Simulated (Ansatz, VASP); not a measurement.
NaCl in VASP and in Ansatz

The input INCAR:

```
SYSTEM = NaCl
PREC = Accurate ; ENCUT = 600
EDIFF = 1E-6 ; ISMEAR = 0
SIGMA = 0.01 ; LREAL = .FALSE.
LASPH = .TRUE. ; NELM = 100
ALGO = Normal ; ISIF = 3
LWAVE = .FALSE. ; LCHARG = .FALSE.
IBRION = 2 ; NSW = 80
EDIFFG = -0.001
```

File KPOINTS:

```
regular mesh
0
G
  8 8 8
  0 0 0
```

Contents of POSCAR:

```
NaCl
1.0
    0.0000000000      2.7325055609      2.7325055609
    2.7325055609      0.0000000000      2.7325055609
    2.7325055609      2.7325055609      0.0000000000
Na Cl
1 1
Direct
    0.0000000000      0.0000000000      0.0000000000
    0.5000000000      0.5000000000      0.5000000000
```

Input for Ansatz:

```yaml
crystal:
  lattice:
    - [0.0, 2.7325055609, 2.7325055609]
    - [2.7325055609, 0.0, 2.7325055609]
    - [2.7325055609, 2.7325055609, 0.0]
  atoms:
    - { symbol: Na, position: [0.0, 0.0, 0.0] }
    - { symbol: Cl, position: [0.5, 0.5, 0.5] }
basis:
  ecutwfc: 420
kpoints:
  mp_grid: { grid: [8, 8, 8] }
hamiltonian:
  xc: lda
scf:
  occupations: { method: fixed }
output:
  forces: true
  stress: true
  eigenvalues: true
  write_density: true
  write_potential: true
  elf: true
  volumetric_format: npy
relax:
  adjacent_minimum: "off"
  f_tol: 0.001
  max_steps: 60
  cell: { stress_tol: 0.01 }
```

Alike in both runs: task relaxation of cell and atoms; functional LDA; k mesh 8 × 8 × 8; no spin polarisation.

```csv
,VASP,Ansatz
version,VASP 6.6.1,Ansatz 0.2.0
potentials or method,"VASP PAW LDA potentials, release 64 (Na_pv, Cl), cutoff 600 eV","scalar-relativistic, plane waves, PAW"
occupations,"gaussian, width 0.01 eV",fixed
valence electrons in the cell,14,16
```

|  | VASP | Ansatz | Ansatz less VASP |
| --- | --- | --- | --- |
| gap on the k mesh at the Fermi level, each at its own relaxed structure (eV) | 5.08 | 5.07 | -0.004 |
| relaxed volume (Å³/atom) | 20.41 | 20.40 | -0.018 |
| relaxed cell length with the largest relative difference (Å) | 3.865 | 3.864 | -0.0012 |

LDA's correlation is that of Perdew and Zunger in VASP and of Perdew and Wang (1992) in Ansatz. VASP's potentials hold 14 valence electrons a cell and Ansatz's 16, so a difference there can come from the potentials and not from the codes.
